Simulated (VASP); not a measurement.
# GaP (F-43m) in VASP: vibrations by perturbation theory with PBE

Aim: the vibrations by perturbation theory of GaP with PBE.

All numbers are computed with VASP 6.6.1; they aren't measurements. Logs are shortened: lines on timing, memory, paths and dates and some standing lists are left out, and cuts for length are marked.

### Step 1. The cell of the first run

Symmetry: F-43m, No. 216, cubic system. Conventional cell: a = 5.452 Å, b = 5.452 Å, c = 5.452 Å, α = 90.00°, β = 90.00°, γ = 90.00°. Ga (site symmetry -43m) has 4 P at 2.36 Å within 3.1 Å. Within 3.1 Å of P (site symmetry -43m) lie 4 Ga at 2.36 Å.

### Step 2. Vibrations by perturbation theory, PBE

INCAR reads:

```
SYSTEM = GaP
  PREC = Accurate
  ENCUT = 500
  EDIFF = 1E-8
  ISMEAR = 0
  SIGMA = 0.01
  LREAL = .FALSE.
  LASPH = .TRUE.
  NELM = 120
  ALGO = Normal
  ISIF = 2
  LWAVE = .FALSE.
  LCHARG = .TRUE.
  GGA = PE
  IBRION = 8
  NSW = 1
  LEPSILON = .TRUE.
  GGA_COMPAT = .FALSE.
```

KPOINTS reads:

```
Automatic mesh
0
G
  8 8 8
  0 0 0
```

POSCAR reads:

```
GaP
1.0
    0.0000000000      2.7258125000      2.7258125000
    2.7258125000      0.0000000000      2.7258125000
    2.7258125000      2.7258125000      0.0000000000
Ga P
1 1
Direct
    0.0000000000      0.0000000000      0.0000000000
    0.7500000000      0.7500000000      0.7500000000
```

Potentials or basis: VASP PAW PBE potentials, release 64 (Ga_d, P).

On the command line:

```bash
> cat potpaw_PBE.64/Ga_d/POTCAR potpaw_PBE.64/P/POTCAR > POTCAR
> mpirun -np 1 vasp_std > vasp.out
```

OUTCAR:

```text
SYSTEM = GaP
   PREC = Accurate
   ENCUT = 500
   EDIFF = 1E-8
   ISMEAR = 0
   LREAL = .FALSE.
   LASPH = .TRUE.
   NELM = 120
   ISIF = 2
   GGA = PE
   IBRION = 8
   NSW = 1
   LEPSILON = .TRUE.

 ion  position               nearest neighbor table
   1  0.000  0.000  0.000-   2 2.36   2 2.36   2 2.36   2 2.36
   2  0.750  0.750  0.750-   1 2.36   1 2.36   1 2.36   1 2.36

  LATTYP: Found a face centered cubic cell.
 ALAT       =     5.4516250000

  Lattice vectors:

 A1 = (   0.0000000000,   2.7258125000,   2.7258125000)
 A2 = (   2.7258125000,   0.0000000000,   2.7258125000)
 A3 = (   2.7258125000,   2.7258125000,   0.0000000000)

Analysis of symmetry for initial positions (statically):
=====================================================================
 Subroutine PRICEL returns:
 Original cell was already a primitive cell.

 Routine SETGRP: Setting up the symmetry group for a
 face centered cubic supercell.

 Subroutine GETGRP returns: Found 24 space group operations
 (whereof 24 operations were pure point group operations)
 out of a pool of 48 trial point group operations.

The static configuration has the point symmetry T_d .

Analysis of symmetry for dynamics (positions and initial velocities):
=====================================================================
 Subroutine PRICEL returns:
 Original cell was already a primitive cell.

 Routine SETGRP: Setting up the symmetry group for a
 face centered cubic supercell.

 Subroutine GETGRP returns: Found 24 space group operations
 (whereof 24 operations were pure point group operations)
 out of a pool of 48 trial point group operations.

The dynamic configuration has the point symmetry T_d .

 Subroutine INISYM returns: Found 24 space group operations
 (whereof 24 operations are pure point group operations),
 and found     1 'primitive' translations

----------------------------------------------------------------------------------------

                                     Primitive cell

  volume of cell :      40.5059

  direct lattice vectors                    reciprocal lattice vectors
     0.000000000  2.725812500  2.725812500    -0.183431546  0.183431546  0.183431546
     2.725812500  0.000000000  2.725812500     0.183431546 -0.183431546  0.183431546
     2.725812500  2.725812500  0.000000000     0.183431546  0.183431546 -0.183431546

  length of vectors
     3.854881006  3.854881006  3.854881006     0.317712757  0.317712757  0.317712757

  position of ions in fractional coordinates (direct lattice)
     0.000000000  0.000000000  0.000000000
     0.750000000  0.750000000  0.750000000

  ion indices of the primitive-cell ions
   primitive index   ion index
                 1           1
                 2           2

----------------------------------------------------------------------------------------

 KPOINTS: Automatic mesh

Automatic generation of k-mesh.
 Grid dimensions read from file:
 generate k-points for:    8    8    8

 Generating k-lattice:

  Cartesian coordinates                     Fractional coordinates (reciprocal lattice)
    -0.022928943  0.022928943  0.022928943     0.125000000  0.000000000  0.000000000
     0.022928943 -0.022928943  0.022928943     0.000000000  0.125000000  0.000000000
     0.022928943  0.022928943 -0.022928943     0.000000000  0.000000000  0.125000000

  Length of vectors
     0.039714095  0.039714095  0.039714095

  Shift w.r.t. Gamma in fractional coordinates (k-lattice)
     0.000000000  0.000000000  0.000000000

 Subroutine IBZKPT returns following result:
 ===========================================

 Found     29 irreducible k-points:
[... 491 lines left out ...]
  energy-cutoff  :      500.00
  volume of cell :       40.51
      direct lattice vectors                 reciprocal lattice vectors
     0.000000000  2.725812500  2.725812500    -0.183431546  0.183431546  0.183431546
     2.725812500  0.000000000  2.725812500     0.183431546 -0.183431546  0.183431546
     2.725812500  2.725812500  0.000000000     0.183431546  0.183431546 -0.183431546

 POSITION                                       TOTAL-FORCE (eV/Angst)
 -----------------------------------------------------------------------------------
      0.00000      0.00000      0.00000         0.000000      0.000000      0.000000
      4.08872      4.08872      4.08872        -0.000000     -0.000000     -0.000000
 -----------------------------------------------------------------------------------
    total drift:                               -0.000001     -0.000001     -0.000001

  FREE ENERGIE OF THE ION-ELECTRON SYSTEM (eV)
  ---------------------------------------------------
  free  energy   TOTEN  =        -9.1163936422 eV

  energy  without entropy=       -9.1163936422  energy(sigma->0) =       -9.11639364

 HEAD OF MICROSCOPIC STATIC DIELECTRIC TENSOR (INDEPENDENT PARTICLE, excluding Hartree and local field effects)
 ------------------------------------------------------
          11.713044     0.000000     0.000000
           0.000000    11.713044     0.000000
           0.000000     0.000000    11.713044
 ------------------------------------------------------

 Free energy of the ion-electron system (eV)
  ---------------------------------------------------
  ---------------------------------------------------
  free energy    TOTEN  =        -1.23062068 eV

  energy without entropy =       -1.23062068

------------------------ aborting loop because EDIFF is reached ----------------------------------------

--------------------------------------- Ionic step        2  -------------------------------------------

------------------------ aborting loop because EDIFF is reached ----------------------------------------

--------------------------------------- Ionic step        3  -------------------------------------------

------------------------ aborting loop because EDIFF is reached ----------------------------------------

 PIEZOELECTRIC TENSOR FIELD DIRECTION 3  (e Angst)
 -----------------------------------------------------------------------------
    -0.00043  2.05823  0.00000           (  0.00000  0.03471  0.00000)
     2.05823 -0.00043  0.00000           (  0.03471  0.00000  0.00000)
     0.00000  0.00000 -0.00097           (  0.00000  0.00000 -0.00000)

 PIEZOELECTRIC TENSOR FIELD DIRECTION 3  (C/m^2)
 -----------------------------------------------------------------------------
    -0.00017  0.81412  0.00000
     0.81412 -0.00017  0.00000
     0.00000  0.00000 -0.00038

--------------------------------------- Ionic step        4  -------------------------------------------

------------------------ aborting loop because EDIFF is reached ----------------------------------------

[... ionic steps 5 to 6 ...]

--------------------------------------- Ionic step        7  -------------------------------------------

 Free energy of the ion-electron system (eV)
  ---------------------------------------------------
  ---------------------------------------------------
  free energy    TOTEN  =        -0.04788031 eV

  energy without entropy =       -0.04788031

------------------------ aborting loop because EDIFF is reached ----------------------------------------

 INTERNAL STRAIN TENSOR  FOR ION    2  DIRECTION 1   (eV/Angst):
 -----------------------------------------------------------------------------
    -0.01042  0.00000  0.00000
     0.00000  0.00724  7.41259
     0.00000  7.41259  0.00724

 MACROSCOPIC STATIC DIELECTRIC TENSOR (including local field effects in DFT)
 ------------------------------------------------------
          11.186489    -0.000000    -0.000000
           0.000000    11.186489    -0.000000
           0.000000     0.000000    11.186489
 ------------------------------------------------------

 PIEZOELECTRIC TENSOR (including local field effects)  for field in x, y, z        (e  Angst)
          XX          YY          ZZ          XY          YZ          ZX
  --------------------------------------------------------------------------------
  x    -0.00000    -0.00000     0.00000     0.00000     2.06597     0.00000
  y    -0.00000     0.00000     0.00000     0.00000     0.00000     2.06597
  z     0.00000     0.00000     0.00000     2.06597     0.00000     0.00000

 PIEZOELECTRIC TENSOR (including local field effects)  for field in x, y, z        (C/m^2)
          XX          YY          ZZ          XY          YZ          ZX
  --------------------------------------------------------------------------------
  x    -0.00000    -0.00000     0.00000     0.00000     0.81718     0.00000
  y    -0.00000     0.00000     0.00000     0.00000     0.00000     0.81718
  z     0.00000     0.00000     0.00000     0.81718     0.00000     0.00000

 BORN EFFECTIVE CHARGES (including local field effects) (in |e|, cummulative output)
 ---------------------------------------------------------------------------------
 ion    1
    1     2.22425     0.00000    -0.00000
    2    -0.00000     2.22425    -0.00000
    3     0.00000    -0.00000     2.22425
 ion    2
    1    -2.22425     0.00000     0.00000
    2     0.00000    -2.22425     0.00000
    3    -0.00000     0.00000    -2.22425

 INTERNAL STRAIN TENSOR FOR ION    2 for displacements in x,y,z  (eV/Angst):
          X           Y           Z          XY          YZ          ZX
  --------------------------------------------------------------------------------
  x    -0.00000     0.00000     0.00000     0.00000     7.41259     0.00000
  y     0.00000     0.00000     0.00000     0.00000     0.00000     7.41259
  z     0.00000     0.00000    -0.00000     7.41259     0.00000     0.00000

 SECOND DERIVATIVES (NOT SYMMETRIZED)
 ------------------------------------
               1X          1Y          1Z          2X          2Y          2Z
  1X   -10.045756    0.000000    0.000000   10.045756    0.000000    0.000000
  1Y     0.000000  -10.045756    0.000000    0.000000   10.045756    0.000000
  1Z     0.000000    0.000000  -10.045756    0.000000    0.000000   10.045756
  2X    10.004821    0.000000    0.000000  -10.004821    0.000000    0.000000
  2Y     0.000000   10.004821    0.000000    0.000000  -10.004821    0.000000
  2Z     0.000000    0.000000   10.004821    0.000000    0.000000  -10.004821

 Eigenvectors and eigenvalues of the dynamical matrix
 ----------------------------------------------------

   1 f  =   10.684404 THz    67.132088 2PiTHz  356.393341 cm-1    44.187123 meV
             X         Y         Z           dx          dy          dz
      0.000000  0.000000  0.000000     0.000000    0.555398    0.000000
      4.088719  4.088719  4.088719     0.000000   -0.831585    0.000000
[... 21 lines left out ...]
   6 f/i=    0.010075 THz     0.063300 2PiTHz    0.336052 cm-1     0.041665 meV
             X         Y         Z           dx          dy          dz
      0.000000  0.000000  0.000000     0.000000    0.000000    0.831585
      4.088719  4.088719  4.088719     0.000000    0.000000    0.555398

--------------------------------------------------------------------------------------------------------

 MACROSCOPIC STATIC DIELECTRIC TENSOR IONIC CONTRIBUTION
 ------------------------------------------------------
           2.204530    -0.000000    -0.000000
          -0.000000     2.204530     0.000000
          -0.000000     0.000000     2.204530
 ------------------------------------------------------

 ELASTIC MODULI CONTR FROM IONIC RELAXATION (kBar)
 Direction    XX          YY          ZZ          XY          YZ          ZX
 --------------------------------------------------------------------------------
 XX          -0.0000     -0.0000      0.0000     -0.0000      0.0000     -0.0000
 YY          -0.0000     -0.0000      0.0000     -0.0000      0.0000     -0.0000
 ZZ           0.0000      0.0000     -0.0000      0.0000     -0.0000      0.0000
 XY          -0.0000     -0.0000      0.0000   -215.0425      0.0000     -0.0000
 YZ           0.0000      0.0000     -0.0000      0.0000   -215.0425      0.0000
 ZX          -0.0000     -0.0000      0.0000     -0.0000      0.0000   -215.0425
 --------------------------------------------------------------------------------

 PIEZOELECTRIC TENSOR IONIC CONTR  for field in x, y, z        (C/m^2)
          XX          YY          ZZ          XY          YZ          ZX
  --------------------------------------------------------------------------------
  x     0.00000     0.00000    -0.00000     0.00000    -0.64788     0.00000
  y    -0.00000    -0.00000     0.00000    -0.00000     0.00000    -0.64788
  z    -0.00000    -0.00000     0.00000    -0.64788     0.00000    -0.00000
```

Wall time 6 min (1 thread of AMD EPYC 7R13 (Zen 3), shared host); peak memory 0.23 GiB.

What came out:

* Electronic dielectric tensor (diagonal): 11.19
* Born charges (mean of the diagonal): Ga +2.22; P -2.22 e
* Highest phonon frequency at Γ, LO-TO splitting left out: 356 cm⁻¹

Phonon frequencies in cm⁻¹ (negative: imaginary):
```tsv
q point	frequencies
(0.000, 0.000, 0.000)	0 0 0 356 356 356
```

Electronic dielectric tensor:
```
11.19  0.00  0.00
 0.00 11.19  0.00
 0.00  0.00 11.19
```

Born effective charge tensors (e):
atom 1, Ga
```
2.22 0.00 0.00
0.00 2.22 0.00
0.00 0.00 2.22
```
atom 2, P
```
-2.22  0.00  0.00
 0.00 -2.22  0.00
 0.00  0.00 -2.22
```

Caveat: the cell stands under pressure or tension, which shifts response properties.
